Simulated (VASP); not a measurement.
# GaN (P6_3mc) in VASP: notebook, part 2 of 3

VASP 6.6.1. The steps go on from the part before.

## Step 3: Single point, r2SCAN (volume changed by -6%)

Input file POSCAR:

```
GaN
1.0
    3.1181691034      0.0000000000      0.0000000000
   -1.5590845517      2.7004136568      0.0000000000
    0.0000000000      0.0000000000      5.0778075798
Ga N
2 2
Direct
    0.3333333333      0.6666666667     -0.0008868499
    0.6666666667      0.3333333333      0.4991131501
    0.3333333333      0.6666666667      0.3758868499
    0.6666666667      0.3333333333      0.8758868499
```

Input file INCAR.step1:

```
SYSTEM = GaN
PREC = Accurate
ENCUT = 520
ISMEAR = 0
SIGMA = 0.01
LREAL = .False.
LASPH = .True.
NELM = 60
NBANDS = 26
GGA = PE
ALGO = Normal
EDIFF = 1E-4
LWAVE = .True.
LCHARG = .False.
```

Input file INCAR.step2:

```
SYSTEM = GaN
PREC = Accurate
ENCUT = 520
EDIFF = 1E-6
ISMEAR = 0
SIGMA = 0.01
LREAL = .False.
LASPH = .True.
NELM = 60
ALGO = Normal
ISIF = 2
LWAVE = .False.
LCHARG = .False.
METAGGA = R2SCAN
LMIXTAU = .True.
NBANDS = 26
ISTART = 1
```

Input file KPOINTS:

```
Automatic mesh
0
Gamma
  9 9 4
  0 0 0
```

Potentials or basis: VASP PAW PBE potentials, release 64 (Ga_d, N).

Started as:

```sh
$ cat potpaw_PBE.64/Ga_d/POTCAR potpaw_PBE.64/N/POTCAR > POTCAR
$ cp INCAR.step1 INCAR
$ mpirun -np 1 vasp_std > vasp.out
$ cp INCAR.step2 INCAR
$ mpirun -np 1 vasp_std > vasp.out
```

OUTCAR:

```text
SYSTEM = GaN
   PREC = Accurate
   ENCUT = 520
   EDIFF = 1E-6
   ISMEAR = 0
   LREAL = .False.
   LASPH = .True.
   NELM = 60
   ISIF = 2
   METAGGA = R2SCAN
   ISTART = 1

 ion  position               nearest neighbor table
   1  0.333  0.667  0.999-   4 1.91   4 1.91   4 1.91   3 1.91
   2  0.667  0.333  0.499-   3 1.91   3 1.91   3 1.91   4 1.91
   3  0.333  0.667  0.376-   2 1.91   2 1.91   2 1.91   1 1.91
   4  0.667  0.333  0.876-   1 1.91   1 1.91   1 1.91   2 1.91

  LATTYP: Found a hexagonal cell.
 ALAT       =     3.1181691034
 C/A-ratio  =     1.6284580507

  Lattice vectors:

 A1 = (   3.1181691034,   0.0000000000,   0.0000000000)
 A2 = (  -1.5590845517,   2.7004136568,   0.0000000000)
 A3 = (   0.0000000000,   0.0000000000,   5.0778075798)

Analysis of symmetry for initial positions (statically):
=====================================================================
 Subroutine PRICEL returns:
 Original cell was already a primitive cell.

 Routine SETGRP: Setting up the symmetry group for a
 hexagonal supercell.

 Subroutine GETGRP returns: Found 12 space group operations
[... 166 lines left out ...]
  ext. energy  EPLUGINS =         0.00000000
  ---------------------------------------------------
  free energy    TOTEN  =       -43.68576436 eV

  energy without entropy =      -43.68576436  energy(sigma->0) =      -43.68576436

 E-fermi :   5.8876     XC(G=0): -13.0338

 val. band max:        5.8005732512   @ k =   0.0000   0.0000   0.0000
 cond. band min:       8.5732410219   @ k =   0.0000   0.0000   0.0000
 fundamental gap:      2.7726677707
 Fermi energy:         5.8875698599

 k-point     1 :       0.0000    0.0000    0.0000
  band No.  band energies     occupation
      1     -11.5715      2.00000
      2     -10.3759      2.00000
      3      -8.0904      2.00000
      4      -8.0723      2.00000
      5      -8.0723      2.00000
      6      -7.9898      2.00000
[... 685 lines left out ...]
     25      20.1133      0.00000
     26      20.9960      0.00000

 [... further k-points ...]
[... 5 lines left out ...]
  --------------------------------------------------------------------------------------
  -------------------------------------------------------------------------------------
  Total        4.0807761      4.0807761      4.0156544      0.0000000      0.0000000      0.0000000
  in kB      152.9139635    152.9139635    150.4737380      0.0000000      0.0000000      0.0000000
  external PRESSURE =     152.1005550 kB  Pullay stress =       0.0000000 kB

 VOLUME and BASIS-vectors are now :
 -----------------------------------------------------------------------------
  energy-cutoff  :      520.00
  volume of cell :       42.76
      direct lattice vectors                 reciprocal lattice vectors
     3.118169103  0.000000000  0.000000000     0.320701016  0.185156818  0.000000000
    -1.559084552  2.700413657  0.000000000     0.000000000  0.370313636  0.000000000
     0.000000000  0.000000000  5.077807580     0.000000000  0.000000000  0.196935387

 POSITION                                       TOTAL-FORCE (eV/Angst)
 -----------------------------------------------------------------------------------
     -0.00000      1.80028      5.07330        -0.000000      0.000000      0.015632
      1.55908      0.90014      2.53440         0.000000      0.000000      0.015632
     -0.00000      1.80028      1.90868        -0.000000     -0.000000     -0.015632
      1.55908      0.90014      4.44758        -0.000000      0.000000     -0.015632
 -----------------------------------------------------------------------------------
    total drift:                                0.000002      0.000003      0.026816

  FREE ENERGIE OF THE ION-ELECTRON SYSTEM (eV)
  ---------------------------------------------------
  free  energy   TOTEN  =       -43.6857643619 eV

  energy  without entropy=      -43.6857643619  energy(sigma->0) =      -43.68576436
```

OSZICAR.step1:

```text
N       E                     dE             d eps       ncg     rms          rms(c)
DAV:   1     0.272495233025E+03    0.27250E+03   -0.17673E+04  2088   0.263E+03
DAV:   2     0.573250688109E+01   -0.26676E+03   -0.25153E+03  2032   0.483E+02
DAV:   3    -0.272986577904E+02   -0.33031E+02   -0.32552E+02  2250   0.140E+02
DAV:   4    -0.283045568386E+02   -0.10059E+01   -0.10021E+01  2206   0.263E+01
DAV:   5    -0.283255167839E+02   -0.20960E-01   -0.20940E-01  2266   0.368E+00    0.113E+01
DAV:   6    -0.239852869300E+02    0.43402E+01   -0.99332E+00  3102   0.519E+01    0.307E+00
DAV:   7    -0.240947632739E+02   -0.10948E+00   -0.16189E+00  1974   0.924E+00    0.279E+00
DAV:   8    -0.240897632074E+02    0.50001E-02   -0.13049E-01  2744   0.570E+00    0.694E-01
DAV:   9    -0.240759336669E+02    0.13830E-01   -0.52478E-02  3052   0.414E+00    0.293E-01
DAV:  10    -0.240766421039E+02   -0.70844E-03   -0.34931E-03  2110   0.543E-01    0.899E-02
DAV:  11    -0.240765393494E+02    0.10275E-03   -0.83467E-04  2440   0.533E-01    0.253E-02
DAV:  12    -0.240765448747E+02   -0.55253E-05   -0.82896E-05  1076   0.890E-02
   1 F= -.24076545E+02 E0= -.24076545E+02  d E =-.447363E-49
```

It took 1.7 min on 1 thread of AMD EPYC 9R45 (Zen 5), shared host; peak memory 0.15 GiB.

What came out:

```
Free energy            : -43.6858 eV
Pressure               : 15.2 GPa
Largest force          : 0.016 eV/Å
Band gap on the k mesh : 2.77 eV, direct
```

Forces on the atoms (eV/Å):
```
Ga   0.000  0.000  0.016
Ga   0.000  0.000  0.016
N    0.000  0.000 -0.016
N    0.000  0.000 -0.016
```

Stress tensor (GPa, compression positive):
```
15.29  0.00  0.00
 0.00 15.29  0.00
 0.00  0.00 15.05
```

Caveat: the PAW data sets were made with another functional, which shifts forces and pressure a little.

## Step 4: Single point, r2SCAN (volume changed by -3%)

Input file POSCAR:

```
GaN
1.0
    3.1509943483      0.0000000000      0.0000000000
   -1.5754971741      2.7288411528      0.0000000000
    0.0000000000      0.0000000000      5.1312621142
Ga N
2 2
Direct
    0.3333333333      0.6666666667     -0.0008868499
    0.6666666667      0.3333333333      0.4991131501
    0.3333333333      0.6666666667      0.3758868499
    0.6666666667      0.3333333333      0.8758868499
```

Input file INCAR.step1:

```
ALGO = Normal
EDIFF = 1E-4
ENCUT = 520
GGA = PE
ISMEAR = 0
LASPH = T
LCHARG = F
LREAL = F
LWAVE = T
NBANDS = 26
NELM = 60
PREC = Accurate
SIGMA = 0.01
```

Input file INCAR.step2:

```
ALGO = Normal
EDIFF = 1E-6
ENCUT = 520
ISIF = 2
ISMEAR = 0
ISTART = 1
LASPH = T
LCHARG = T
LELF = T
LMIXTAU = T
LREAL = F
LVHAR = T
LWAVE = F
METAGGA = R2SCAN
NBANDS = 26
NELM = 60
PREC = Accurate
SIGMA = 0.01
```

Input file KPOINTS:

```
k-points
0
Gamma
  9 9 4
```

Potentials or basis: VASP PAW PBE potentials, release 64 (Ga_d, N).

Started as:

```sh
$ cat potpaw_PBE.64/Ga_d/POTCAR potpaw_PBE.64/N/POTCAR > POTCAR
$ cp INCAR.step1 INCAR
$ mpirun -np 1 vasp_std > vasp.out
$ cp INCAR.step2 INCAR
$ mpirun -np 1 vasp_std > vasp.out
```

OUTCAR:

```text
EDIFF = 1E-6
   ENCUT = 520
   ISIF = 2
   ISMEAR = 0
   ISTART = 1
   LASPH = T
   LREAL = F
   METAGGA = R2SCAN
   NELM = 60
   PREC = Accurate

 ion  position               nearest neighbor table
   1  0.333  0.667  0.999-   4 1.93   4 1.93   4 1.93   3 1.93
   2  0.667  0.333  0.499-   3 1.93   3 1.93   3 1.93   4 1.93
   3  0.333  0.667  0.376-   2 1.93   2 1.93   2 1.93   1 1.93
   4  0.667  0.333  0.876-   1 1.93   1 1.93   1 1.93   2 1.93

  LATTYP: Found a hexagonal cell.
 ALAT       =     3.1509943483
 C/A-ratio  =     1.6284580507

  Lattice vectors:

 A1 = (   3.1509943483,   0.0000000000,   0.0000000000)
 A2 = (  -1.5754971741,   2.7288411528,   0.0000000000)
 A3 = (   0.0000000000,   0.0000000000,   5.1312621142)

Analysis of symmetry for initial positions (statically):
=====================================================================
 Subroutine PRICEL returns:
 Original cell was already a primitive cell.

 Routine SETGRP: Setting up the symmetry group for a
 hexagonal supercell.

 Subroutine GETGRP returns: Found 12 space group operations
 (whereof  6 operations were pure point group operations)
 out of a pool of 24 trial point group operations.

The static configuration has the point symmetry C_3v.
 The point group associated with its full space group is C_6v.

Analysis of symmetry for dynamics (positions and initial velocities):
=====================================================================
 Subroutine PRICEL returns:
 Original cell was already a primitive cell.

 Routine SETGRP: Setting up the symmetry group for a
 hexagonal supercell.

 Subroutine GETGRP returns: Found 12 space group operations
 (whereof  6 operations were pure point group operations)
 out of a pool of 24 trial point group operations.

The dynamic configuration has the point symmetry C_3v.
[... 116 lines left out ...]
   NUPDOWN=      -1.0000    fix difference up-down
   EMIN   =  10.00;   EMAX   =-10.00  energy-range for DOS
   EFERMI =   0.00;   METHOD = LEGACY
   ISMEAR =     0;   SIGMA  =   0.01  broadening in eV -4-tet -1-fermi 0-gaus
   EFERMI_NEDOS =   21; number of points for ismear=-14 and -15
   IALGO  =     38    algorithm
   IMIX   =      4    mixing-type and parameters
     AMIX     =   0.40;   BMIX     =  1.00
     AMIX_MAG =   1.60;   BMIX_MAG =  1.00
  volume/ion in A,a.u.               =      11.03        74.44
  Fermi-wavevector in a.u.,A,eV,Ry     =   1.529768  2.890843 31.840229  2.340191
  Thomas-Fermi vector in A             =   2.637344
   LORBIT       =      0    0 simple, 1 ext, 2 COOP (PROOUT), +10 PAW based schemes
   METAGGA = R2SCAN    functional components
   LHFCALC =     F    Hartree Fock is set to
   AEXX    =    0.0000 exact exchange contribution
   IVDW    =     0    specifies the selected vdW correction
   LEPSILON=     F    determine dielectric tensor
   LRPA    =     F    only Hartree local field effects (RPA)
 non-spin polarized calculation
 Gauss-broadening in eV      SIGMA  =   0.01
  energy-cutoff  :      520.00
  volume of cell :       44.12
 maximum number of plane-waves:      1200
 NGX is ok and might be reduce to    24
   NGX = 11   NGY = 11   NGZ = 19

 number of electron      36.0000033 magnetization

 Free energy of the ion-electron system (eV)
  ---------------------------------------------------
  ext. energy  EPLUGINS =         0.00000000
  ---------------------------------------------------
  free energy    TOTEN  =       -43.78334149 eV

  energy without entropy =      -43.78334149  energy(sigma->0) =      -43.78334149

 E-fermi :   5.5137     XC(G=0): -12.8446

 val. band max:        5.4393695060   @ k =   0.0000   0.0000   0.0000
 cond. band min:       7.9943488836   @ k =   0.0000   0.0000   0.0000
 fundamental gap:      2.5549793775
 Fermi energy:         5.5137453559

 k-point     1 :       0.0000    0.0000    0.0000
  band No.  band energies     occupation
      1     -11.6428      2.00000
      2     -10.5431      2.00000
      3      -8.4152      2.00000
      4      -8.3981      2.00000
      5      -8.3981      2.00000
      6      -8.3230      2.00000
[... 685 lines left out ...]
     25      19.5677      0.00000
     26      20.2511      0.00000

 [... further k-points ...]
[... 5 lines left out ...]
  --------------------------------------------------------------------------------------
  -------------------------------------------------------------------------------------
  Total        2.1083864      2.1083864      2.0397746      0.0000000      0.0000000      0.0000000
  in kB       76.5615491     76.5615491     74.0700588      0.0000000      0.0000000      0.0000000
  external PRESSURE =      75.7310524 kB  Pullay stress =       0.0000000 kB

 VOLUME and BASIS-vectors are now :
 -----------------------------------------------------------------------------
  energy-cutoff  :      520.00
  volume of cell :       44.12
      direct lattice vectors                 reciprocal lattice vectors
     3.150994348  0.000000000  0.000000000     0.317360138  0.183227961  0.000000000
    -1.575497174  2.728841153  0.000000000     0.000000000  0.366455922  0.000000000
     0.000000000  0.000000000  5.131262114     0.000000000  0.000000000  0.194883827

 POSITION                                       TOTAL-FORCE (eV/Angst)
 -----------------------------------------------------------------------------------
     -0.00000      1.81923      5.12671        -0.000000      0.000000      0.010294
      1.57550      0.90961      2.56108         0.000000     -0.000000      0.010294
     -0.00000      1.81923      1.92877         0.000000      0.000000     -0.010294
      1.57550      0.90961      4.49441         0.000000     -0.000000     -0.010294
 -----------------------------------------------------------------------------------
    total drift:                                0.000002      0.000003      0.035934

  FREE ENERGIE OF THE ION-ELECTRON SYSTEM (eV)
  ---------------------------------------------------
  free  energy   TOTEN  =       -43.7833414867 eV

  energy  without entropy=      -43.7833414867  energy(sigma->0) =      -43.78334149
```

OUTCAR.step1:

```text
EDIFF = 1E-4
   ENCUT = 520
   GGA = PE
   ISMEAR = 0
[... 928 lines left out ...]
     -0.00000      1.81923      5.12671         0.000000     -0.000000      0.011411
      1.57550      0.90961      2.56108        -0.000000     -0.000000      0.011411
     -0.00000      1.81923      1.92877         0.000000     -0.000000     -0.011411
      1.57550      0.90961      4.49441        -0.000000      0.000000     -0.011411
 -----------------------------------------------------------------------------------
    total drift:                               -0.000001     -0.000001      0.001773

  FREE ENERGIE OF THE ION-ELECTRON SYSTEM (eV)
  ---------------------------------------------------
  free  energy   TOTEN  =       -24.2164210232 eV

  energy  without entropy=      -24.2164210232  energy(sigma->0) =      -24.21642102
```

Wall time 1.7 min (1 thread of AMD EPYC 9R45 (Zen 5), shared host); peak memory 0.16 GiB.

What came out:

```yaml
Free_energy: -43.7833 eV
Pressure: 7.6 GPa
Largest_force: 0.010 eV/Å
Band_gap_on_the_k_mesh: 2.55 eV, direct
```

Forces on the atoms (eV/Å):
```
Ga   0.000  0.000  0.010
Ga   0.000  0.000  0.010
N    0.000  0.000 -0.010
N    0.000  0.000 -0.010
```

Stress tensor (GPa, compression positive):
```
7.66 0.00 0.00
0.00 7.66 0.00
0.00 0.00 7.41
```

Caveat: the PAW data sets were made with another functional, which shifts forces and pressure a little.

[end of part 2 of 3]
